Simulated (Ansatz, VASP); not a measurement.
**ZnO in VASP and in Ansatz**

```
CELL_PARAMETERS angstrom
3.28797 0.00000 0.00000
-1.64398 2.84746 0.00000
0.00000 0.00000 7.13044
ATOMIC_POSITIONS crystal
Zn 0.00000 0.00000 0.75000
Zn 0.00000 0.00000 0.25000
O 0.33333 0.66667 0.25000
O 0.66667 0.33333 0.75000
```

Alike in both runs: task single point; functional PBEsol; k mesh 12 × 12 × 4; occupations gaussian, width 0.05 eV; no spin polarisation.

|  | VASP | Ansatz |
| --- | --- | --- |
| version | VASP 6.6.1 | Ansatz 0.2.0 |
| potentials or method | VASP PAW PBE potentials, release 64 (Zn, O), cutoff 520 eV | scalar-relativistic, plane waves, PAW |
| valence electrons in the cell | 36 | 36 |

```tsv
	VASP	Ansatz	Ansatz less VASP
gap on the k mesh at the Fermi level (eV)	0.75	0.75	0.000
least direct gap on the mesh (eV)	0.75	0.75	0.000
pressure (GPa)	-3.8	-4.5	-0.68
traceless stress, the component that is largest in VASP (GPa)	2.97	3.71	+0.745
```

VASP's potentials were made for PBE, not for PBEsol.
